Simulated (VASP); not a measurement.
# Re2Sb (Pnnm) in VASP: single point with PBE

Aim: the single point of Re2Sb with PBE.

All numbers are computed with VASP 6.6.1; they aren't measurements. Logs are shortened: lines on timing, memory, paths and dates and some standing lists are left out, and cuts for length are marked.

## 1. The cell of the first run

The structure is orthorhombic, space group Pnnm (No. 58). The conventional cell has a = 2.946 Å, b = 7.751 Å, c = 4.436 Å, α = 90.00°, β = 90.00°, γ = 90.00°. Within 3.5 Å of Re (site symmetry m) lie 6 Sb at 2.67 to 3.47 Å and 8 Re at 2.86 to 3.06 Å. Within 3.5 Å of Sb (site symmetry 2/m) lie 12 Re at 2.67 to 3.47 Å and 2 Sb at 2.95 Å.

## 2. Single point, PBE

Input file INCAR:

```
ALGO = Fast ; EDIFF = 1E-7
ENCUT = 520 ; GGA = PE
ISIF = 2 ; ISMEAR = 0
LASPH = True ; LCHARG = True
LELF = True ; LREAL = False
LVHAR = True ; LWAVE = False
NBANDS = 28 ; NELM = 80
PREC = Accurate ; SIGMA = 0.1
```

Input file KPOINTS:

```
k-points
0
Gamma
  12 6 8
```

Input file POSCAR:

```
Re2Sb
1.0
    2.9459848414      0.0000000000      0.0000000000
    0.0000000000      7.7507643460      0.0000000000
    0.0000000000      0.0000000000      4.4361497149
Re Sb
4 2
Direct
    0.2838430806      0.8349344012      0.5000000000
    0.7838430806      0.6650655988      0.0000000000
    0.7161569194      0.1650655988      0.5000000000
    0.2161569194      0.3349344012      0.0000000000
    0.5000000000      0.5000000000      0.5000000000
    0.0000000000      0.0000000000      0.0000000000
```

Potentials or basis: VASP PAW PBE potentials, release 64 (Re, Sb).

Started as:

```
> cat potpaw_PBE.64/Re/POTCAR potpaw_PBE.64/Sb/POTCAR > POTCAR
> mpirun -np 1 vasp_std > vasp.out
```

OUTCAR:

```text
EDIFF = 1E-7
   ENCUT = 520
   GGA = PE
   ISIF = 2
   ISMEAR = 0
   LASPH = True
   LREAL = False
   NELM = 80
   PREC = Accurate

 ion  position               nearest neighbor table
   1  0.284  0.835  0.500-   5 2.67   6 2.69   6 2.69   3 2.86   2 2.97   2 2.97   2 2.97   2 2.97
                             3 3.06   6 3.32   6 3.32   5 3.47
   2  0.784  0.665  0.000-   6 2.67   5 2.69   5 2.69   4 2.86   1 2.97   1 2.97   1 2.97   1 2.97
                             4 3.06   5 3.32   5 3.32   6 3.47
   3  0.716  0.165  0.500-   5 2.67   6 2.69   6 2.69   1 2.86   4 2.97   4 2.97   4 2.97   4 2.97
                             1 3.06   6 3.32   6 3.32   5 3.47
   4  0.216  0.335  0.000-   6 2.67   5 2.69   5 2.69   2 2.86   3 2.97   3 2.97   3 2.97   3 2.97
                             2 3.06   5 3.32   5 3.32   6 3.47
   5  0.500  0.500  0.500-   1 2.67   3 2.67   2 2.69   4 2.69   2 2.69   4 2.69   4 3.32   4 3.32
                             2 3.32   2 3.32   3 3.47   1 3.47
   6  0.000  0.000  0.000-   2 2.67   4 2.67   3 2.69   1 2.69   1 2.69   3 2.69   3 3.32   3 3.32
                             1 3.32   1 3.32   4 3.47   2 3.47

  LATTYP: Found a simple orthorhombic cell.
 ALAT       =     2.9459848414
 B/A-ratio  =     1.5058291043
 C/A-ratio  =     2.6309586652

  Lattice vectors:

 A1 = (  -2.9459848414,   0.0000000000,   0.0000000000)
 A2 = (   0.0000000000,   0.0000000000,   4.4361497149)
 A3 = (   0.0000000000,   7.7507643460,   0.0000000000)

Analysis of symmetry for initial positions (statically):
=====================================================================
 Subroutine PRICEL returns:
 Original cell was already a primitive cell.

 Routine SETGRP: Setting up the symmetry group for a
 simple orthorhombic supercell.

 Subroutine GETGRP returns: Found  8 space group operations
 (whereof  4 operations were pure point group operations)
 out of a pool of  8 trial point group operations.

The static configuration has the point symmetry C_2h.
 The point group associated with its full space group is D_2h.

Analysis of symmetry for dynamics (positions and initial velocities):
=====================================================================
 Subroutine PRICEL returns:
 Original cell was already a primitive cell.

 Routine SETGRP: Setting up the symmetry group for a
 simple orthorhombic supercell.

 Subroutine GETGRP returns: Found  8 space group operations
 (whereof  4 operations were pure point group operations)
 out of a pool of  8 trial point group operations.

The dynamic configuration has the point symmetry C_2h.
 The point group associated with its full space group is D_2h.

 Subroutine INISYM returns: Found  8 space group operations
 (whereof  4 operations are pure point group operations),
 and found     1 'primitive' translations

----------------------------------------------------------------------------------------

                                     Primitive cell

  volume of cell :     101.2934

  direct lattice vectors                    reciprocal lattice vectors
     2.945984841  0.000000000  0.000000000     0.339445060  0.000000000  0.000000000
     0.000000000  7.750764346  0.000000000     0.000000000  0.129019533  0.000000000
     0.000000000  0.000000000  4.436149715     0.000000000  0.000000000  0.225420706

  length of vectors
     2.945984841  7.750764346  4.436149715     0.339445060  0.129019533  0.225420706

  position of ions in fractional coordinates (direct lattice)
     0.283843081  0.834934401  0.500000000
     0.783843081  0.665065599  0.000000000
     0.716156919  0.165065599  0.500000000
     0.216156919  0.334934401  0.000000000
     0.500000000  0.500000000  0.500000000
     0.000000000  0.000000000  0.000000000

  ion indices of the primitive-cell ions
   primitive index   ion index
                 1           1
                 2           2
                 3           3
                 4           4
                 5           5
                 6           6

----------------------------------------------------------------------------------------

 KPOINTS: k-points

Automatic generation of k-mesh.
 Grid dimensions read from file:
 generate k-points for:   12    6    8

 Generating k-lattice:

  Cartesian coordinates                     Fractional coordinates (reciprocal lattice)
     0.028287088  0.000000000  0.000000000     0.083333333  0.000000000  0.000000000
     0.000000000  0.021503256  0.000000000     0.000000000  0.166666667  0.000000000
     0.000000000  0.000000000  0.028177588     0.000000000  0.000000000  0.125000000

  Length of vectors
     0.028287088  0.021503256  0.028177588

  Shift w.r.t. Gamma in fractional coordinates (k-lattice)
     0.000000000  0.000000000  0.000000000

 Subroutine IBZKPT returns following result:
 ===========================================

 Found    140 irreducible k-points:

 Following reciprocal coordinates:
            Coordinates               Weight
  0.000000  0.000000  0.000000      1.000000
  0.083333  0.000000  0.000000      2.000000
  0.166667  0.000000  0.000000      2.000000
  0.250000  0.000000  0.000000      2.000000
  0.333333  0.000000  0.000000      2.000000
  0.416667  0.000000  0.000000      2.000000
[... 16 lines left out ...]
  0.083333  0.500000  0.000000      2.000000
  0.166667  0.500000  0.000000      2.000000
 [... further k-points ...]
   k-points           NKPTS =    140   k-points in BZ     NKDIM =    140   number of bands    NBANDS=     28
   number of dos      NEDOS =    301   number of ions     NIONS =      6
   total plane-waves  NPLWV =  51840
   dimension x,y,z NGX =    24 NGY =   60 NGZ =   36
   dimension x,y,z NGXF=    48 NGYF=  120 NGZF=   72
   ions per type =               4   2
   NGX,Y,Z   is equivalent  to a cutoff of  13.54, 12.87, 13.49 a.u.
   NGXF,Y,Z  is equivalent  to a cutoff of  27.09, 25.74, 26.98 a.u.
 SYSTEM =  unknown system
   PREC   = accura    normal or accurate (medium, high low for compatibility)
   ISTART =      0    job   : 0-new  1-cont  2-samecut
   ICHARG =      2    charge: 1-file 2-atom 10-const
   ISPIN  =      1    spin polarized calculation?
   LNONCOLLINEAR =      F non collinear calculations
   LSORBIT =      F    spin-orbit coupling
   LASPH  =      T    aspherical Exc in radial PAW
   ENCUT  =  520.0 eV  38.22 Ry    6.18 a.u.   5.48 14.41  8.25*2*pi/ulx,y,z
   NELM   =     80;   NELMIN=  2; NELMDL= -5     # of ELM steps
   EDIFF  = 0.1E-06   stopping-criterion for ELM
   LREAL  =      F    real-space projection
   EDIFFG = 0.1E-05   stopping-criterion for IOM
   NSW    =      0    number of steps for IOM
   IBRION =     -1    ionic relax: 0-MD 1-quasi-New 2-CG
   NFREE  =      0    steps in history (QN), initial steepest desc. (CG)
   ISIF   =      2    stress and relaxation
   ISYM   =      2    0-nonsym 1-usesym 2-fastsym
   POTIM  = 0.5000    time-step for ionic-motion
   TEBEG  =    0.0;   TEEND  =   0.0 temperature during run
   PSTRESS=    0.0 pullay stress
   NELECT =      38.0000    total number of electrons
   NUPDOWN=      -1.0000    fix difference up-down
   EMIN   =  10.00;   EMAX   =-10.00  energy-range for DOS
   EFERMI =   0.00;   METHOD = LEGACY
   ISMEAR =     0;   SIGMA  =   0.10  broadening in eV -4-tet -1-fermi 0-gaus
   EFERMI_NEDOS =   21; number of points for ismear=-14 and -15
   IALGO  =     68    algorithm
   IMIX   =      4    mixing-type and parameters
     AMIX     =   0.40;   BMIX     =  1.00
     AMIX_MAG =   1.60;   BMIX_MAG =  1.00
  volume/ion in A,a.u.               =      16.88       113.93
  Fermi-wavevector in a.u.,A,eV,Ry     =   1.180707  2.231213 18.967473  1.394070
  Thomas-Fermi vector in A             =   2.316995
   LORBIT       =      0    0 simple, 1 ext, 2 COOP (PROOUT), +10 PAW based schemes
   GGA     = PE    functional components
   LHFCALC =     F    Hartree Fock is set to
   AEXX    =    0.0000 exact exchange contribution
   IVDW    =     0    specifies the selected vdW correction
   LEPSILON=     F    determine dielectric tensor
   LRPA    =     F    only Hartree local field effects (RPA)
 non-spin polarized calculation
 RMM-DIIS sequential band-by-band and
 Gauss-broadening in eV      SIGMA  =   0.10
  energy-cutoff  :      520.00
  volume of cell :      101.29
 maximum number of plane-waves:      2761
 NGX is ok and might be reduce to    24
   NGX = 11   NGY = 29   NGZ = 17

 number of electron      38.0000000 magnetization

 Free energy of the ion-electron system (eV)
  ---------------------------------------------------
  ext. energy  EPLUGINS =         0.00000000
  ---------------------------------------------------
  free energy    TOTEN  =       -53.64493273 eV

  energy without entropy =      -53.62314014  energy(sigma->0) =      -53.63403643

 E-fermi :   9.8307     XC(G=0): -12.7524

 val. band max:        9.8246773266   @ k =   0.2500   0.3333   0.2500
 cond. band min:       9.8387668362   @ k =   0.4167   0.0000   0.5000
 fundamental gap:      0.0140895095
 Fermi energy:         9.8307296933

 k-point     1 :       0.0000    0.0000    0.0000
  band No.  band energies     occupation
      1      -3.8153      2.00000
      2      -2.5162      2.00000
      3       1.4546      2.00000
      4       3.7689      2.00000
      5       3.8098      2.00000
      6       4.4215      2.00000
[... 20 lines left out ...]
     27      13.9969      0.00000
     28      14.2009      0.00000

 k-point     2 :       0.0833    0.0000    0.0000
  band No.  band energies     occupation
      1      -3.6819      2.00000
      2      -2.4105      2.00000
      3       1.5975      2.00000
      4       3.8123      2.00000
      5       3.8411      2.00000
      6       4.6069      2.00000
[... 20 lines left out ...]
     27      13.5780      0.00000
     28      14.0942      0.00000

 k-point     3 :       0.1667    0.0000    0.0000
  band No.  band energies     occupation
      1      -3.2865      2.00000
      2      -2.0960      2.00000
      3       1.9952      2.00000
      4       3.9223      2.00000
      5       3.9279      2.00000
      6       5.1182      2.00000
[... 20 lines left out ...]
     27      13.7934      0.00000
     28      14.6993      0.00000

 k-point     4 :       0.2500    0.0000    0.0000
  band No.  band energies     occupation
      1      -2.6438      2.00000
      2      -1.5841      2.00000
      3       2.5434      2.00000
      4       4.0253      2.00000
      5       4.0811      2.00000
      6       5.2341      2.00000
[... 20 lines left out ...]
     27      13.2989      0.00000
     28      14.9654      0.00000

 k-point     5 :       0.3333    0.0000    0.0000
  band No.  band energies     occupation
      1      -1.7835      2.00000
      2      -0.9094      2.00000
      3       2.9804      2.00000
      4       4.1331      2.00000
      5       4.2253      2.00000
      6       4.3178      2.00000
[... 20 lines left out ...]
     27      13.8795      0.00000
     28      13.9343      0.00000

 k-point     6 :       0.4167    0.0000    0.0000
  band No.  band energies     occupation
      1      -0.7863      2.00000
      2      -0.1985      2.00000
      3       2.7995      2.00000
      4       3.0409      2.00000
      5       4.2621      2.00000
      6       4.4177      2.00000
[... 463 lines left out ...]
      5       4.5144      2.00000
      6       4.5144      2.00000
[... 20 lines left out ...]
     27      14.3424      0.00000
     28      14.5471      0.00000

 k-point    22 :       0.0000    0.5000    0.0000
  band No.  band energies     occupation
      1      -3.2481      2.00000
      2      -3.2481      2.00000
      3       2.3341      2.00000
      4       2.3341      2.00000
      5       4.3075      2.00000
      6       4.3075      2.00000
[... 20 lines left out ...]
     27      11.9514      0.00000
     28      11.9514      0.00000

 k-point    23 :       0.0833    0.5000    0.0000
  band No.  band energies     occupation
      1      -3.1258      2.00000
      2      -3.1258      2.00000
      3       2.4612      2.00000
      4       2.4612      2.00000
      5       4.3450      2.00000
      6       4.3450      2.00000
[... 20 lines left out ...]
     27      12.1944      0.00000
     28      13.7822      0.00000

 k-point    24 :       0.1667    0.5000    0.0000
  band No.  band energies     occupation
      1      -2.7637      2.00000
      2      -2.7637      2.00000
      3       2.8213      2.00000
      4       2.8213      2.00000
      5       4.4357      2.00000
      6       4.4357      2.00000
[... 20 lines left out ...]
     27      12.7316      0.00000
     28      12.8165      0.00000

 [... further k-points ...]

------------------------ aborting loop because EDIFF is reached ----------------------------------------

  FORCE on cell =-STRESS in cart. coord.  units (eV):
  Direction    XX          YY          ZZ          XY          YZ          ZX
  --------------------------------------------------------------------------------------
  -------------------------------------------------------------------------------------
  Total        0.0958317     -0.1585221     -0.1102173      0.0000000      0.0000000      0.0000000
  in kB        1.5157882     -2.5073747     -1.7433274      0.0000000      0.0000000      0.0000000
  external PRESSURE =      -0.9116380 kB  Pullay stress =       0.0000000 kB

 VOLUME and BASIS-vectors are now :
 -----------------------------------------------------------------------------
  energy-cutoff  :      520.00
  volume of cell :      101.29
      direct lattice vectors                 reciprocal lattice vectors
     2.945984841  0.000000000  0.000000000     0.339445060  0.000000000  0.000000000
     0.000000000  7.750764346  0.000000000     0.000000000  0.129019533  0.000000000
     0.000000000  0.000000000  4.436149715     0.000000000  0.000000000  0.225420706

 POSITION                                       TOTAL-FORCE (eV/Angst)
 -----------------------------------------------------------------------------------
      0.83620      6.47138      2.21807        -0.002945      0.001464      0.000000
      2.30919      5.15477      0.00000        -0.002945     -0.001464      0.000000
      2.10979      1.27938      2.21807         0.002945     -0.001464      0.000000
      0.63680      2.59600      0.00000         0.002945      0.001464      0.000000
      1.47299      3.87538      2.21807         0.000000      0.000000      0.000000
      0.00000      0.00000      0.00000         0.000000      0.000000      0.000000
 -----------------------------------------------------------------------------------
    total drift:                                0.000000     -0.000000      0.000000

  FREE ENERGIE OF THE ION-ELECTRON SYSTEM (eV)
  ---------------------------------------------------
  free  energy   TOTEN  =       -53.6449327279 eV

  energy  without entropy=      -53.6231401421  energy(sigma->0) =      -53.63403643
```

Run time: 19 min. Hardware: 1 thread of AMD EPYC 7R43 (Zen 3), shared host; peak memory 0.44 GiB.

Results:

| Item | Value |
| --- | --- |
| Free energy | -53.6449 eV |
| Pressure | -0.1 GPa |
| Largest force | 0.003 eV/Å |
| Band gap on the k mesh | zero (bands 19 and 20 overlap by 1.58 eV) |

Forces on the atoms (eV/Å):
```
Re  -0.003  0.001  0.000
Re  -0.003 -0.001  0.000
Re   0.003 -0.001  0.000
Re   0.003  0.001  0.000
Sb   0.000  0.000  0.000
Sb   0.000  0.000  0.000
```

Caveat: spin-orbit coupling is left out, which moves the levels of the heavy elements.
